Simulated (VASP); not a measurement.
# Si2W in VASP: further runs

Aim: see how the results for Si2W move with the level of theory and the settings. Levels: PBE, LDA. Tasks: single point.

All numbers are computed with VASP 6.6.1; they aren't measurements. Logs are shortened: lines on timing, memory, paths and dates and some standing lists are left out, and cuts for length are marked.

## (1) The cell of the first run

Symmetry: I4/mmm, No. 139, tetragonal system. Conventional cell: a = 3.115 Å, b = 3.115 Å, c = 7.878 Å, α = 90.00°, β = 90.00°, γ = 90.00°. Within 3.4 Å of Si (site symmetry 4mm) lie 5 W at 2.55 to 2.66 Å and 9 Si at 2.56 to 3.11 Å. Within 3.4 Å of W (site symmetry 4/mmm) lie 10 Si at 2.55 to 2.66 Å and 4 W at 3.11 Å.

## (2) Single point, PBE (strained)

File INCAR:

```
SYSTEM = Si2W
PREC = Accurate ; ENCUT = 520
EDIFF = 1E-6 ; ISMEAR = 0
SIGMA = 0.1 ; LREAL = .FALSE.
LASPH = .TRUE. ; NELM = 80
ALGO = Normal ; ISIF = 2
LWAVE = .FALSE. ; LCHARG = .TRUE.
GGA = PE ; LELF = .TRUE.
LVHAR = .TRUE. ; NBANDS = 18
```

File KPOINTS:

```
regular mesh
0
G
  18 18 18
  0 0 0
```

File POSCAR:

```
Si2W
1.0
   -1.5574345600      1.5574345600      3.9390544000
    1.5574345600     -1.5574345600      3.9390544000
    1.5574345600      1.5574345600     -3.9390544000
Si W
2 1
Direct
    0.3376627343      0.3376627343      0.0000000000
    0.6623372657      0.6623372657      0.0000000000
    0.0000000000      0.0000000000      0.0000000000
```

Potentials or basis: VASP PAW PBE potentials, release 64 (Si, W_sv).

Run with:

```console
cat potpaw_PBE.64/Si/POTCAR potpaw_PBE.64/W_sv/POTCAR > POTCAR
mpirun -np 1 vasp_std > vasp.out
```

OUTCAR:

```text
SYSTEM = Si2W
   PREC = Accurate
   ENCUT = 520
   EDIFF = 1E-6
   ISMEAR = 0
   LREAL = .FALSE.
   LASPH = .TRUE.
   NELM = 80
   ISIF = 2
   GGA = PE

 ion  position               nearest neighbor table
   1  0.338  0.338  0.000-   3 2.55   3 2.55   3 2.55   3 2.55   2 2.56   2 2.60   2 2.60   2 2.60
                             2 2.60   3 2.66
   2  0.662  0.662  0.000-   3 2.55   3 2.55   3 2.55   3 2.55   1 2.56   1 2.60   1 2.60   1 2.60
                             1 2.60   3 2.66
   3  0.000  0.000  0.000-   2 2.55   2 2.55   2 2.55   1 2.55   2 2.55   1 2.55   1 2.55   1 2.55
                             1 2.66   2 2.66

  LATTYP: Found a body centered tetragonal cell.
 ALAT       =     3.1148691200
 C/A-ratio  =     2.5291941640

  Lattice vectors:

 A1 = (  -1.5574345600,   1.5574345600,   3.9390544000)
 A2 = (   1.5574345600,  -1.5574345600,   3.9390544000)
 A3 = (   1.5574345600,   1.5574345600,  -3.9390544000)

Analysis of symmetry for initial positions (statically):
=====================================================================
 Subroutine PRICEL returns:
 Original cell was already a primitive cell.

 Routine SETGRP: Setting up the symmetry group for a
 body centered tetragonal supercell.

 Subroutine GETGRP returns: Found 16 space group operations
 (whereof 16 operations were pure point group operations)
 out of a pool of 16 trial point group operations.

The static configuration has the point symmetry D_4h.

Analysis of symmetry for dynamics (positions and initial velocities):
=====================================================================
 Subroutine PRICEL returns:
 Original cell was already a primitive cell.

 Routine SETGRP: Setting up the symmetry group for a
 body centered tetragonal supercell.

 Subroutine GETGRP returns: Found 16 space group operations
 (whereof 16 operations were pure point group operations)
 out of a pool of 16 trial point group operations.

The dynamic configuration has the point symmetry D_4h.

 Subroutine INISYM returns: Found 16 space group operations
 (whereof 16 operations are pure point group operations),
 and found     1 'primitive' translations

----------------------------------------------------------------------------------------

                                     Primitive cell

  volume of cell :      38.2183

  direct lattice vectors                    reciprocal lattice vectors
    -1.557434560  1.557434560  3.939054400     0.000000000  0.321040776  0.126934017
     1.557434560 -1.557434560  3.939054400     0.321040776  0.000000000  0.126934017
     1.557434560  1.557434560 -3.939054400     0.321040776  0.321040776  0.000000000

  length of vectors
     4.513020539  4.513020539  4.513020539     0.345223731  0.345223731  0.454020220

  position of ions in fractional coordinates (direct lattice)
     0.337662734  0.337662734  0.000000000
     0.662337266  0.662337266  0.000000000
     0.000000000  0.000000000  0.000000000

  ion indices of the primitive-cell ions
   primitive index   ion index
                 1           1
                 2           2
                 3           3

----------------------------------------------------------------------------------------

 KPOINTS: regular mesh

Automatic generation of k-mesh.
 Grid dimensions read from file:
 generate k-points for:   18   18   18

 Generating k-lattice:

  Cartesian coordinates                     Fractional coordinates (reciprocal lattice)
     0.000000000  0.017835599  0.007051890     0.055555556 -0.000000000  0.000000000
     0.017835599  0.000000000  0.007051890    -0.000000000  0.055555556  0.000000000
     0.017835599  0.017835599  0.000000000     0.000000000  0.000000000  0.055555556

  Length of vectors
     0.019179096  0.019179096  0.025223346

  Shift w.r.t. Gamma in fractional coordinates (k-lattice)
     0.000000000  0.000000000  0.000000000

 Subroutine IBZKPT returns following result:
 ===========================================

 Found    480 irreducible k-points:

 Following reciprocal coordinates:
            Coordinates               Weight
  0.000000  0.000000  0.000000      1.000000
  0.055556  0.000000 -0.000000      8.000000
  0.111111  0.000000 -0.000000      8.000000
  0.166667  0.000000  0.000000      8.000000
  0.222222  0.000000 -0.000000      8.000000
  0.277778  0.000000  0.000000      8.000000
[... 16 lines left out ...]
 -0.277778  0.055556 -0.000000     16.000000
 -0.222222  0.055556  0.000000     16.000000
 [... further k-points ...]
   k-points           NKPTS =    480   k-points in BZ     NKDIM =    480   number of bands    NBANDS=     18
   number of dos      NEDOS =    301   number of ions     NIONS =      3
   total plane-waves  NPLWV =  46656
   dimension x,y,z NGX =    36 NGY =   36 NGZ =   36
   dimension x,y,z NGXF=    72 NGYF=   72 NGZF=   72
   ions per type =               2   1
   NGX,Y,Z   is equivalent  to a cutoff of  13.26, 13.26, 13.26 a.u.
[... 32 lines left out ...]
  volume/ion in A,a.u.               =      12.74        85.97
  Fermi-wavevector in a.u.,A,eV,Ry     =   1.361837  2.573499 25.233373  1.854601
  Thomas-Fermi vector in A             =   2.488379
   LORBIT       =      0    0 simple, 1 ext, 2 COOP (PROOUT), +10 PAW based schemes
   GGA     = PE    functional components
   LHFCALC =     F    Hartree Fock is set to
   AEXX    =    0.0000 exact exchange contribution
   IVDW    =     0    specifies the selected vdW correction
   LEPSILON=     F    determine dielectric tensor
   LRPA    =     F    only Hartree local field effects (RPA)
 non-spin polarized calculation
 Gauss-broadening in eV      SIGMA  =   0.10
  energy-cutoff  :      520.00
  volume of cell :       38.22
 maximum number of plane-waves:      1050
 NGX is ok and might be reduce to    36
   NGX = 17   NGY = 17   NGZ = 17

 number of electron      22.0000000 magnetization

 Free energy of the ion-electron system (eV)
  ---------------------------------------------------
  ext. energy  EPLUGINS =         0.00000000
  ---------------------------------------------------
  free energy    TOTEN  =       -24.60095749 eV

  energy without entropy =      -24.60007376  energy(sigma->0) =      -24.60051563

 E-fermi :  12.8732     XC(G=0): -12.8001

 val. band max:       12.8391938791   @ k =  -0.3889   0.5000   0.3333
 cond. band min:      12.9116974606   @ k =  -0.4444   0.5000   0.2778
 fundamental gap:      0.0725035814
 Fermi energy:        12.8732351776

 k-point     1 :       0.0000    0.0000    0.0000
  band No.  band energies     occupation
      1     -60.9046      2.00000
      2     -25.2412      2.00000
      3     -25.1616      2.00000
      4     -25.1616      2.00000
      5      -1.7481      2.00000
      6       5.3786      2.00000
[... 10 lines left out ...]
     17      18.7967      0.00000
     18      18.7967      0.00000

 k-point     2 :       0.0556    0.0000   -0.0000
  band No.  band energies     occupation
      1     -60.9042      2.00000
      2     -25.2404      2.00000
      3     -25.1712      2.00000
      4     -25.1607      2.00000
      5      -1.6844      2.00000
      6       5.3922      2.00000
[... 10 lines left out ...]
     17      18.8071      0.00000
     18      19.0714      0.00000

 k-point     3 :       0.1111    0.0000   -0.0000
  band No.  band energies     occupation
      1     -60.9032      2.00000
      2     -25.2380      2.00000
      3     -25.1986      2.00000
      4     -25.1581      2.00000
      5      -1.4950      2.00000
      6       5.4241      2.00000
[... 10 lines left out ...]
     17      18.8929      0.00000
     18      19.7220      0.00000

 k-point     4 :       0.1667    0.0000    0.0000
  band No.  band energies     occupation
      1     -60.9015      2.00000
      2     -25.2407      2.00000
      3     -25.2342      2.00000
      4     -25.1543      2.00000
      5      -1.1846      2.00000
      6       5.4436      2.00000
[... 375 lines left out ...]
      4     -25.1487      2.00000
      5       0.3478      2.00000
      6       4.8578      2.00000
[... 10 lines left out ...]
     17      20.5946      0.00000
     18      21.5298      0.00000

 k-point    23 :      -0.2778    0.0556   -0.0000
  band No.  band energies     occupation
      1     -60.8971      2.00000
      2     -25.3440      2.00000
      3     -25.2233      2.00000
      4     -25.1536      2.00000
      5      -0.2563      2.00000
      6       5.3847      2.00000
[... 10 lines left out ...]
     17      20.3736      0.00000
     18      21.4044      0.00000

 k-point    24 :      -0.2222    0.0556    0.0000
  band No.  band energies     occupation
      1     -60.8992      2.00000
      2     -25.2904      2.00000
      3     -25.2282      2.00000
      4     -25.1587      2.00000
      5      -0.7678      2.00000
      6       5.6633      2.00000
[... 10 lines left out ...]
     17      19.6180      0.00000
     18      21.5701      0.00000

 [... further k-points ...]

------------------------ aborting loop because EDIFF is reached ----------------------------------------

  FORCE on cell =-STRESS in cart. coord.  units (eV):
  Direction    XX          YY          ZZ          XY          YZ          ZX
  --------------------------------------------------------------------------------------
  -------------------------------------------------------------------------------------
  Total        5.6371665      5.6371665      2.0736658      0.0000000      0.0000000     -0.0000000
  in kB      236.3196646    236.3196646     86.9316166      0.0000000      0.0000000     -0.0000000
  external PRESSURE =     186.5236486 kB  Pullay stress =       0.0000000 kB

 VOLUME and BASIS-vectors are now :
 -----------------------------------------------------------------------------
  energy-cutoff  :      520.00
  volume of cell :       38.22
      direct lattice vectors                 reciprocal lattice vectors
    -1.557434560  1.557434560  3.939054400     0.000000000  0.321040776  0.126934017
     1.557434560 -1.557434560  3.939054400     0.321040776  0.000000000  0.126934017
     1.557434560  1.557434560 -3.939054400     0.321040776  0.321040776  0.000000000

 POSITION                                       TOTAL-FORCE (eV/Angst)
 -----------------------------------------------------------------------------------
      0.00000      0.00000      2.66014        -0.000000     -0.000000     -0.755818
      0.00000      0.00000      5.21797        -0.000000     -0.000000      0.755818
      0.00000      0.00000      0.00000         0.000000      0.000000     -0.000000
 -----------------------------------------------------------------------------------
    total drift:                                0.000000     -0.000000      0.000000

  FREE ENERGIE OF THE ION-ELECTRON SYSTEM (eV)
  ---------------------------------------------------
  free  energy   TOTEN  =       -24.6009574901 eV

  energy  without entropy=      -24.6000737614  energy(sigma->0) =      -24.60051563
```

Run time: 2.8 min. Hardware: 1 thread of Intel Xeon 6975P-C (Granite Rapids), shared host; peak memory 0.44 GiB.

Results:

| Quantity | Value |
| --- | --- |
| Free energy | -24.6010 eV |
| Pressure | 18.7 GPa |
| Largest force | 0.756 eV/Å |
| Band gap on the k mesh | zero (bands 11 and 12 overlap by 1.43 eV) |

Forces in eV/Å, atoms in the order of the input:
```
Si   0.000  0.000 -0.756
Si   0.000  0.000  0.756
W    0.000  0.000  0.000
```

Caveat: the cell differs from its parent crystal (strained); the cell stands under pressure; spin-orbit coupling is left out, which moves the levels of the heavy elements.

## (3) Single point, LDA (strained)

File INCAR:

```
PREC = Accurate ; ENCUT = 520
EDIFF = 1E-6 ; ISMEAR = 0
SIGMA = 0.1 ; LREAL = F
LASPH = T ; NELM = 100
ALGO = Normal ; ISIF = 2
LWAVE = F ; LCHARG = T
GGA = CA ; LELF = T
LVHAR = T ; NBANDS = 18
```

File KPOINTS:

```
Automatic mesh
0
Gamma
  18 18 18
```

File POSCAR:

```
Si2W
1.0
   -1.5570491200      1.5570491200      3.9381088000
    1.5570491200     -1.5570491200      3.9381088000
    1.5570491200      1.5570491200     -3.9381088000
Si W
2 1
Direct
    0.3563136714      0.3563136714      0.0000000000
    0.6436863286      0.6436863286      0.0000000000
    0.0000000000      0.0000000000      0.0000000000
```

Potentials or basis: VASP PAW LDA potentials, release 64 (Si, W_sv).

Run with:

```console
cat potpaw_LDA.64/Si/POTCAR potpaw_LDA.64/W_sv/POTCAR > POTCAR
mpirun -np 1 vasp_std > vasp.out
```

It took 2.5 min on 1 thread of Intel Xeon 6975P-C (Granite Rapids), shared host; peak memory 0.42 GiB.

It converged, with:

```yaml
Free_energy: -26.5548 eV
Pressure: 20.5 GPa
Largest_force: 4.545 eV/Å
Band_gap_on_the_k_mesh: zero (bands 11 and 12 overlap by 0.46 eV)
```

Forces in eV/Å, atoms in the order of the input:
```
Si   0.000  0.000 -4.545
Si   0.000  0.000  4.545
W    0.000  0.000  0.000
```

Stress tensor (GPa, compression positive):
```
21.77  0.00  0.00
 0.00 21.77  0.00
 0.00  0.00 17.93
```

Levels at points of the mesh, in eV from the Fermi level:
```
           k point  band 7  band 8  band 9  band 10  band 11  band 12  band 13  band 14  band 15  band 16
(0.00, 0.00, 0.00)   -4.30   -4.02   -2.33    -2.33     0.25     2.31     2.31     3.76     4.36     4.78
(0.50, 0.00, 0.00)   -6.75   -5.05   -3.72    -2.71    -0.28     2.83     2.86     4.10     4.52     5.68
(0.50, 0.50, 0.00)   -5.51   -4.59   -4.29    -3.89    -2.52     3.21     3.25     3.83     3.85     4.45
(0.50, 0.50, 0.50)   -4.65   -1.88   -0.66    -0.66    -0.05    -0.05     0.36     4.45     4.83     7.11
```

Caveat: the cell differs from its parent crystal (strained); the cell stands under pressure; spin-orbit coupling is left out, which moves the levels of the heavy elements; forces of over 1 eV/Å act on the atoms, so gaps and moduli don't describe the material at rest.

## (4) Single point, PBE (strained)

File INCAR:

```
ALGO     = Normal         # electronic algorithm
EDIFF    = 1E-6           # SCF threshold, eV
ENCUT    = 520            # plane-wave cutoff, eV
GGA      = PE             # functional
ISIF     = 2              # what is computed and relaxed
ISMEAR   = 0              # smearing method
LASPH    = T              # aspherical terms in the spheres
LCHARG   = T              # write CHGCAR
LELF     = T              # ELF
LREAL    = F              # projectors in reciprocal space
LVHAR    = T            
LWAVE    = F              # write WAVECAR
NBANDS   = 18             # bands
NELM     = 100            # most SCF steps
PREC     = Accurate       # precision mode
SIGMA    = 0.1            # smearing width, eV
```

File KPOINTS:

```
k-points
0
Gamma
  18 18 18
```

File POSCAR:

```
Si2W
1.0
   -1.6395814600      1.6395814600      3.6677854000
    1.6395814600     -1.6395814600      3.6677854000
    1.6395814600      1.6395814600     -3.6677854000
Si W
2 1
Direct
    0.3376627343      0.3376627343      0.0000000000
    0.6623372657      0.6623372657      0.0000000000
    0.0000000000      0.0000000000      0.0000000000
```

Potentials or basis: VASP PAW PBE potentials, release 64 (Si, W_sv).

Run with:

```console
cat potpaw_PBE.64/Si/POTCAR potpaw_PBE.64/W_sv/POTCAR > POTCAR
mpirun -np 1 vasp_std > vasp.out
```

It took 1.7 min on 1 thread of Intel Xeon 6975P-C (Granite Rapids), shared host; peak memory 0.43 GiB.

The run converged. Its results:

- Free energy: -24.4391 eV
- Pressure: 14.1 GPa
- Largest force: 0.710 eV/Å
- Band gap on the k mesh: zero (bands 11 and 12 overlap by 0.66 eV)

Forces on the atoms (eV/Å):
```
Si   0.000  0.000 -0.710
Si   0.000  0.000  0.710
W    0.000  0.000  0.000
```

Stress tensor (GPa, compression positive):
```
-0.90  0.00  0.00
 0.00 -0.90  0.00
 0.00  0.00 44.01
```

Levels at points of the mesh, in eV from the Fermi level:
| k point | band 8 | band 9 | band 10 | band 11 | band 12 | band 13 | band 14 | band 15 |
| --- | --- | --- | --- | --- | --- | --- | --- | --- |
| (0.00, 0.00, 0.00) | -3.00 | -3.00 | -2.31 | 0.29 | 2.55 | 2.55 | 2.87 | 3.17 |
| (0.50, 0.00, 0.00) | -4.52 | -3.18 | -2.37 | -0.46 | 2.49 | 2.72 | 4.73 | 5.07 |
| (0.50, 0.50, 0.00) | -5.13 | -4.95 | -2.52 | -1.81 | 2.83 | 2.89 | 4.22 | 4.77 |
| (0.50, 0.50, 0.50) | -2.56 | -1.14 | -1.14 | -0.16 | -0.16 | 0.57 | 5.76 | 6.48 |

Caveat: the cell differs from its parent crystal (strained); the cell stands under pressure; spin-orbit coupling is left out, which moves the levels of the heavy elements.

## (5) Single point, PBE (uniaxial strain along a: +1.5 %)

File INCAR:

```
SYSTEM = Si2W
  PREC = Accurate
  ENCUT = 520
  EDIFF = 1E-6
  ISMEAR = 0
  SIGMA = 0.1
  LREAL = .False.
  LASPH = .True.
  NELM = 60
  ALGO = Normal
  ISIF = 2
  LWAVE = .False.
  LCHARG = .True.
  GGA = PE
  LELF = .True.
  LVHAR = .True.
  NBANDS = 31
```

File KPOINTS:

```
Automatic mesh
0
Gamma
  12 12 6
  0 0 0
```

File POSCAR:

```
Si2W
1.0
    3.2774302441      0.0000000000      0.0000000000
    0.0000000000      3.2168865819      0.0000000000
    0.0000000000      0.0000000000      7.8373272152
Si W
4 2
Direct
    0.0000000000      0.0000000000      0.3345744057
    0.5000000000      0.5000000000      0.1654255943
    0.5000000000      0.5000000000      0.8345744057
    0.0000000000      0.0000000000      0.6654255943
    0.0000000000      0.0000000000      0.0000000000
    0.5000000000      0.5000000000      0.5000000000
```

Run with:

```console
cat potpaw_PBE.64/Si/POTCAR potpaw_PBE.64/W_sv/POTCAR > POTCAR
mpirun -np 1 vasp_std > vasp.out
```

It took 8.3 min on 1 thread of Intel Xeon 8259CL, shared host; peak memory 0.48 GiB.

Results (log left out):

- Free energy: -49.6086 eV
- Pressure: -1.3 GPa
- Largest force: 0.009 eV/Å
- Band gap on the k mesh: zero (bands 22 and 23 overlap by 1.10 eV)

Forces on the atoms (eV/Å):
```
Si   0.000  0.000  0.009
Si   0.000  0.000 -0.009
Si   0.000  0.000  0.009
Si   0.000  0.000 -0.009
W    0.000  0.000  0.000
W    0.000  0.000  0.000
```

Stress tensor (GPa, compression positive):
```
-5.12  0.00  0.00
 0.00  0.16  0.00
 0.00  0.00  1.03
```

Levels at points of the mesh, in eV from the Fermi level:
| k point | band 19 | band 20 | band 21 | band 22 | band 23 | band 24 | band 25 | band 26 |
| --- | --- | --- | --- | --- | --- | --- | --- | --- |
| (0.00, 0.00, 0.00) | -1.14 | -0.71 | -0.61 | -0.37 | 0.53 | 0.71 | 2.45 | 2.76 |
| (0.50, 0.00, 0.00) | -2.54 | -2.54 | -0.62 | -0.62 | 2.08 | 2.08 | 2.67 | 2.67 |
| (0.00, 0.50, 0.00) | -2.49 | -2.49 | -0.82 | -0.82 | 2.14 | 2.14 | 3.04 | 3.04 |
| (0.50, 0.50, 0.00) | -3.12 | -3.12 | -1.78 | -1.78 | 2.71 | 2.71 | 2.78 | 2.78 |
| (0.00, 0.00, 0.50) | -2.11 | -2.11 | 0.62 | 0.62 | 1.32 | 1.32 | 1.39 | 1.39 |
| (0.50, 0.00, 0.50) | -2.65 | -2.65 | -0.36 | -0.36 | 2.35 | 2.35 | 2.83 | 2.83 |
| (0.00, 0.50, 0.50) | -2.67 | -2.67 | -0.55 | -0.55 | 2.52 | 2.52 | 2.74 | 2.74 |
| (0.50, 0.50, 0.50) | -2.43 | -2.43 | -2.33 | -2.33 | 0.05 | 0.05 | 2.75 | 2.75 |

Caveat: the cell differs from its parent crystal (uniaxial strain along a: +1.5 %); spin-orbit coupling is left out, which moves the levels of the heavy elements.

## (6) The runs side by side

```tsv
level	potentials or basis	cell	k mesh	gap on the mesh (eV)	pressure (GPa)	largest force (eV/Å)
PBE	VASP PAW PBE potentials, release 64 (Si, W_sv)	a = 4.513 Å, angles 139.6, 139.6, 58.4°, 3 atoms, atomic positions A	18 × 18 × 18	none	18.7	0.76
LDA	VASP PAW LDA potentials, release 64 (Si, W_sv)	a = 4.512 Å, angles 139.6, 139.6, 58.4°, 3 atoms, atomic positions B	18 × 18 × 18	none	20.5	4.55
PBE	VASP PAW PBE potentials, release 64 (Si, W_sv)	a = 4.339 Å, angles 135.6, 135.6, 64.6°, 3 atoms, atomic positions A	18 × 18 × 18	none	14.1	0.71
PBE	VASP PAW PBE potentials, release 64 (Si, W_sv)	a = 3.277, b = 3.217, c = 7.837 Å, 6 atoms, atomic positions C	12 × 12 × 6	none	-1.3	0.01
```

Alike in all rows: task single point; no spin polarisation; cutoff (eV) 520; smearing gaussian 0.1 eV.

Caveats: spin-orbit coupling is left out, which moves the levels of the heavy elements; the cell stands under pressure (at least some runs); forces of over 1 eV/Å act on the atoms, so gaps and moduli don't describe the material at rest (at least some runs).

Absolute energies hang on the potentials; compare differences alone.
